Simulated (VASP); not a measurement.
# NaH (I4/mmm) in VASP: a series of runs

NaH is run at these levels: r2SCAN; tasks: single point.

Program: VASP 6.6.1. These are calculated values, not measurements. Logs are shortened: lines on timing, memory, paths and dates and some standing lists are left out, and cuts for length are marked.

## (1) The cell of the first run

Symmetry: I4/mmm, No. 139, tetragonal system. Conventional cell: a = 3.616 Å, b = 3.616 Å, c = 4.720 Å, α = 90.00°, β = 90.00°, γ = 90.00°. Within 3.1 Å of Na (site symmetry 4/mmm) lie 6 H at 2.36 to 2.56 Å. Within 3.1 Å of H (site symmetry 4/mmm) lie 6 Na at 2.36 to 2.56 Å.

## (2) Single point, r2SCAN (15.43 Å³/atom)

Input file POSCAR:

```
NaH
1.0
    0.0000000000      2.5567241598      2.3598563995
    2.5567241598      0.0000000000      2.3598563995
    2.5567241598      2.5567241598      0.0000000000
Na H
1 1
Direct
    0.0000000000      0.0000000000      0.0000000000
    0.5000000000      0.5000000000      0.5000000000
```

Input file INCAR.step1:

```
PREC = Accurate
ENCUT = 520
ISMEAR = -1
SIGMA = 0.2
LREAL = False
LASPH = True
NELM = 80
NBANDS = 11
GGA = PE
ALGO = Normal
EDIFF = 1E-4
LWAVE = True
LCHARG = False
```

Input file INCAR.step2:

```
PREC = Accurate
ENCUT = 520
EDIFF = 1E-6
ISMEAR = -1
SIGMA = 0.2
LREAL = False
LASPH = True
NELM = 80
ALGO = Normal
ISIF = 2
LWAVE = False
LCHARG = True
METAGGA = R2SCAN
LMIXTAU = True
LELF = True
LVHAR = True
NBANDS = 11
ISTART = 1
```

Input file KPOINTS:

```
Automatic mesh
0
Gamma
  10 10 10
```

Potentials or basis: VASP PAW PBE potentials, release 64 (Na_pv, H).

Command:

```
cat potpaw_PBE.64/Na_pv/POTCAR potpaw_PBE.64/H/POTCAR > POTCAR
cp INCAR.step1 INCAR
mpirun -np 1 vasp_std > vasp.out
cp INCAR.step2 INCAR
mpirun -np 1 vasp_std > vasp.out
```

OUTCAR:

```text
PREC = Accurate
   ENCUT = 520
   EDIFF = 1E-6
   ISMEAR = -1
   LREAL = False
   LASPH = True
   NELM = 80
   ISIF = 2
   METAGGA = R2SCAN
   ISTART = 1

 ion  position               nearest neighbor table
   1  0.000  0.000  0.000-
   2  0.500  0.500  0.500-

  LATTYP: Found a body centered tetragonal cell.
 ALAT       =     3.6157539820
 C/A-ratio  =     1.3053191181

  Lattice vectors:

 A1 = (   0.0000000000,  -2.5567241598,  -2.3598563995)
 A2 = (   0.0000000000,   2.5567241598,  -2.3598563995)
 A3 = (   2.5567241598,   0.0000000000,   2.3598563995)

Analysis of symmetry for initial positions (statically):
=====================================================================
 Subroutine PRICEL returns:
 Original cell was already a primitive cell.

 Routine SETGRP: Setting up the symmetry group for a
 body centered tetragonal supercell.

 Subroutine GETGRP returns: Found 16 space group operations
 (whereof 16 operations were pure point group operations)
 out of a pool of 16 trial point group operations.

The static configuration has the point symmetry D_4h.

Analysis of symmetry for dynamics (positions and initial velocities):
=====================================================================
 Subroutine PRICEL returns:
 Original cell was already a primitive cell.

 Routine SETGRP: Setting up the symmetry group for a
 body centered tetragonal supercell.

 Subroutine GETGRP returns: Found 16 space group operations
 (whereof 16 operations were pure point group operations)
 out of a pool of 16 trial point group operations.

The dynamic configuration has the point symmetry D_4h.

 Subroutine INISYM returns: Found 16 space group operations
 (whereof 16 operations are pure point group operations),
 and found     1 'primitive' translations

----------------------------------------------------------------------------------------

                                     Primitive cell

  volume of cell :      30.8520

  direct lattice vectors                    reciprocal lattice vectors
     0.000000000  2.556724160  2.359856399    -0.195562747  0.195562747  0.211877299
     2.556724160  0.000000000  2.359856399     0.195562747 -0.195562747  0.211877299
     2.556724160  2.556724160  0.000000000     0.195562747  0.195562747 -0.211877299

  length of vectors
     3.479333364  3.479333364  3.615753982     0.348398573  0.348398573  0.348398573

  position of ions in fractional coordinates (direct lattice)
     0.000000000  0.000000000  0.000000000
     0.500000000  0.500000000  0.500000000

  ion indices of the primitive-cell ions
   primitive index   ion index
                 1           1
                 2           2

----------------------------------------------------------------------------------------

 KPOINTS: Automatic mesh

Automatic generation of k-mesh.
 Grid dimensions read from file:
 generate k-points for:   10   10   10

 Generating k-lattice:

  Cartesian coordinates                     Fractional coordinates (reciprocal lattice)
    -0.019556275  0.019556275  0.021187730     0.100000000  0.000000000  0.000000000
     0.019556275 -0.019556275  0.021187730     0.000000000  0.100000000  0.000000000
     0.019556275  0.019556275 -0.021187730    -0.000000000 -0.000000000  0.100000000

  Length of vectors
     0.034839857  0.034839857  0.034839857

  Shift w.r.t. Gamma in fractional coordinates (k-lattice)
     0.000000000  0.000000000  0.000000000

 Subroutine IBZKPT returns following result:
 ===========================================

 Found    102 irreducible k-points:

 Following reciprocal coordinates:
            Coordinates               Weight
  0.000000  0.000000  0.000000      1.000000
  0.100000  0.000000  0.000000      8.000000
  0.200000  0.000000  0.000000      8.000000
  0.300000  0.000000  0.000000      8.000000
  0.400000  0.000000  0.000000      8.000000
  0.500000  0.000000  0.000000      4.000000
[... 16 lines left out ...]
  0.300000  0.300000  0.000000      2.000000
  0.400000  0.300000  0.000000      8.000000
 [... further k-points ...]
   k-points           NKPTS =    102   k-points in BZ     NKDIM =    102   number of bands    NBANDS=     11
   number of dos      NEDOS =    301   number of ions     NIONS =      2
   total plane-waves  NPLWV =  21952
   dimension x,y,z NGX =    28 NGY =   28 NGZ =   28
   dimension x,y,z NGXF=    56 NGYF=   56 NGZF=   56
   ions per type =               1   1
   NGX,Y,Z   is equivalent  to a cutoff of  13.38, 13.38, 12.87 a.u.
   NGXF,Y,Z  is equivalent  to a cutoff of  26.76, 26.76, 25.75 a.u.
 SYSTEM =  unknown system
   PREC   = accura    normal or accurate (medium, high low for compatibility)
   ISTART =      1    job   : 0-new  1-cont  2-samecut
   ICHARG =      0    charge: 1-file 2-atom 10-const
   ISPIN  =      1    spin polarized calculation?
   LNONCOLLINEAR =      F non collinear calculations
   LSORBIT =      F    spin-orbit coupling
   LASPH  =      T    aspherical Exc in radial PAW
   ENCUT  =  520.0 eV  38.22 Ry    6.18 a.u.   6.47  6.47  6.72*2*pi/ulx,y,z
   NELM   =     80;   NELMIN=  2; NELMDL=  0     # of ELM steps
   EDIFF  = 0.1E-05   stopping-criterion for ELM
   LREAL  =      F    real-space projection
[... 7 lines left out ...]
   TEBEG  =    0.0;   TEEND  =   0.0 temperature during run
   PSTRESS=    0.0 pullay stress
   NELECT =       8.0000    total number of electrons
   NUPDOWN=      -1.0000    fix difference up-down
   EMIN   =  10.00;   EMAX   =-10.00  energy-range for DOS
   EFERMI =   0.00;   METHOD = LEGACY
   ISMEAR =    -1;   SIGMA  =   0.20  broadening in eV -4-tet -1-fermi 0-gaus
   EFERMI_NEDOS =   21; number of points for ismear=-14 and -15
   IALGO  =     38    algorithm
   IMIX   =      4    mixing-type and parameters
     AMIX     =   0.40;   BMIX     =  1.00
     AMIX_MAG =   1.60;   BMIX_MAG =  1.00
  volume/ion in A,a.u.               =      15.43       104.10
  Fermi-wavevector in a.u.,A,eV,Ry     =   1.043944  1.972767 14.827878  1.089818
  Thomas-Fermi vector in A             =   2.178675
   LORBIT       =      0    0 simple, 1 ext, 2 COOP (PROOUT), +10 PAW based schemes
   METAGGA = R2SCAN    functional components
   LHFCALC =     F    Hartree Fock is set to
   AEXX    =    0.0000 exact exchange contribution
   IVDW    =     0    specifies the selected vdW correction
   LEPSILON=     F    determine dielectric tensor
   LRPA    =     F    only Hartree local field effects (RPA)
 non-spin polarized calculation
  energy-cutoff  :      520.00
  volume of cell :       30.85
 maximum number of plane-waves:       848
 NGX is ok and might be reduce to    28
   NGX = 13   NGY = 13   NGZ = 13

 number of electron       8.0000004 magnetization

 Free energy of the ion-electron system (eV)
  ---------------------------------------------------
  ext. energy  EPLUGINS =         0.00000000
  ---------------------------------------------------
  free energy    TOTEN  =        -7.56474958 eV

  energy without entropy =       -7.56473656  energy(sigma->0) =       -7.56474307

 E-fermi :   0.6024     XC(G=0):  -7.8078

 val. band max:       -1.6276230144   @ k =  -0.4000   0.5000   0.1000
 cond. band min:       2.5230395769   @ k =   0.5000   0.0000   0.0000
 fundamental gap:      4.1506625913
 Fermi energy:         0.6024306127

 k-point     1 :       0.0000    0.0000    0.0000
  band No.  band energies     occupation
      1     -24.7791      2.00000
      2     -24.7789      2.00000
      3     -24.7518      2.00000
      4      -5.0171      2.00000
      5       8.8451      0.00000
      6      13.9151      0.00000
      7      13.9152      0.00000
      8      14.2927      0.00000
      9      14.6783      0.00000
     10      14.6783      0.00000
     11      14.8096      0.00000

 k-point     2 :       0.1000    0.0000    0.0000
  band No.  band energies     occupation
      1     -24.7831      2.00000
      2     -24.7802      2.00000
      3     -24.7543      2.00000
      4      -4.8554      2.00000
      5       8.2934      0.00000
      6      11.9592      0.00000
      7      13.1469      0.00000
      8      13.5830      0.00000
      9      15.4142      0.00000
     10      15.4740      0.00000
     11      15.7700      0.00000

 k-point     3 :       0.2000    0.0000    0.0000
  band No.  band energies     occupation
      1     -24.7961      2.00000
      2     -24.7830      2.00000
      3     -24.7588      2.00000
      4      -4.3867      2.00000
      5       6.7357      0.00000
      6      10.4742      0.00000
      7      12.2845      0.00000
      8      12.9681      0.00000
      9      15.4211      0.00000
     10      16.3015      0.00000
     11      16.7271      0.00000

 k-point     4 :       0.3000    0.0000    0.0000
  band No.  band energies     occupation
      1     -24.8143      2.00000
      2     -24.7865      2.00000
      3     -24.7620      2.00000
      4      -3.6742      2.00000
      5       4.8127      0.00000
      6       9.7392      0.00000
      7      11.6367      0.00000
      8      12.5309      0.00000
      9      14.8274      0.00000
     10      16.2283      0.00000
     11      17.5024      0.00000
[... 239 lines left out ...]
 k-point    22 :      -0.2000    0.2000    0.0000
  band No.  band energies     occupation
      1     -24.8125      2.00000
      2     -24.7865      2.00000
      3     -24.7697      2.00000
      4      -3.5262      2.00000
      5       5.3411      0.00000
      6       7.6965      0.00000
      7      11.6583      0.00000
      8      12.4066      0.00000
      9      15.7838      0.00000
     10      16.9466      0.00000
     11      16.9515      0.00000

 k-point    23 :       0.3000    0.3000    0.0000
  band No.  band energies     occupation
      1     -24.7973      2.00000
      2     -24.7971      2.00000
      3     -24.7926      2.00000
      4      -3.1128      2.00000
      5       5.5254      0.00000
      6       9.2579      0.00000
      7       9.3761      0.00000
      8       9.3762      0.00000
      9      12.7275      0.00000
     10      18.9503      0.00000
     11      20.3306      0.00000

 k-point    24 :       0.4000    0.3000    0.0000
  band No.  band energies     occupation
      1     -24.8088      2.00000
      2     -24.8006      2.00000
      3     -24.7931      2.00000
      4      -2.5310      2.00000
      5       4.7729      0.00000
      6       7.5224      0.00000
      7       9.0695      0.00000
      8      10.2956      0.00000
      9      12.2354      0.00000
     10      19.3074      0.00000
     11      19.9929      0.00000

 [... further k-points ...]

------------------------ aborting loop because EDIFF is reached ----------------------------------------

  FORCE on cell =-STRESS in cart. coord.  units (eV):
  Direction    XX          YY          ZZ          XY          YZ          ZX
  --------------------------------------------------------------------------------------
  -------------------------------------------------------------------------------------
  Total       -0.5541543     -0.5541543     -0.1713319      0.0000000     -0.0000000      0.0000000
  in kB      -28.7778251    -28.7778251     -8.8974480      0.0000000     -0.0000000      0.0000000
  external PRESSURE =     -22.1510328 kB  Pullay stress =       0.0000000 kB

 VOLUME and BASIS-vectors are now :
 -----------------------------------------------------------------------------
  energy-cutoff  :      520.00
  volume of cell :       30.85
      direct lattice vectors                 reciprocal lattice vectors
     0.000000000  2.556724160  2.359856399    -0.195562747  0.195562747  0.211877299
     2.556724160  0.000000000  2.359856399     0.195562747 -0.195562747  0.211877299
     2.556724160  2.556724160  0.000000000     0.195562747  0.195562747 -0.211877299

 POSITION                                       TOTAL-FORCE (eV/Angst)
 -----------------------------------------------------------------------------------
      0.00000      0.00000      0.00000         0.000000      0.000000     -0.000000
      2.55672      2.55672      2.35986        -0.000000     -0.000000      0.000000
 -----------------------------------------------------------------------------------
    total drift:                               -0.000000      0.000000      0.000000

  FREE ENERGIE OF THE ION-ELECTRON SYSTEM (eV)
  ---------------------------------------------------
  free  energy   TOTEN  =        -7.5647495839 eV

  energy  without entropy=       -7.5647365599  energy(sigma->0) =       -7.56474307
```

Run time: 79 s. Hardware: 1 thread of AMD EPYC 9R45 (Zen 5), shared host; peak memory 0.14 GiB.

Results:

```
Free energy            : -7.5647 eV
Pressure               : -2.2 GPa
Band gap on the k mesh : 4.15 eV (least direct gap 4.98 eV)
```

Stress tensor (GPa, compression positive):
```
-2.88  0.00  0.00
 0.00 -2.88  0.00
 0.00  0.00 -0.89
```

Levels at points of the mesh, in eV from the valence-band top:
```tsv
k point	band 1	band 2	band 3	band 4	band 5	band 6	band 7	band 8
(0.00, 0.00, 0.00)	-23.15	-23.15	-23.12	-3.39	10.47	15.54	15.54	15.92
(0.50, 0.00, 0.00)	-23.21	-23.16	-23.14	-0.87	4.15	10.90	12.73	13.80
(0.50, 0.50, 0.00)	-23.18	-23.18	-23.18	-0.01	5.58	9.79	10.11	10.11
(0.50, 0.00, 0.50)	-23.21	-23.17	-23.15	-0.36	4.63	10.59	11.08	11.17
```

Caveat: the PAW data sets were made with another functional, which shifts forces and pressure a little. r2SCAN opens gaps a little over a GGA but as a rule still falls short of measured ones.

(Part 1 of 2 ends here.)
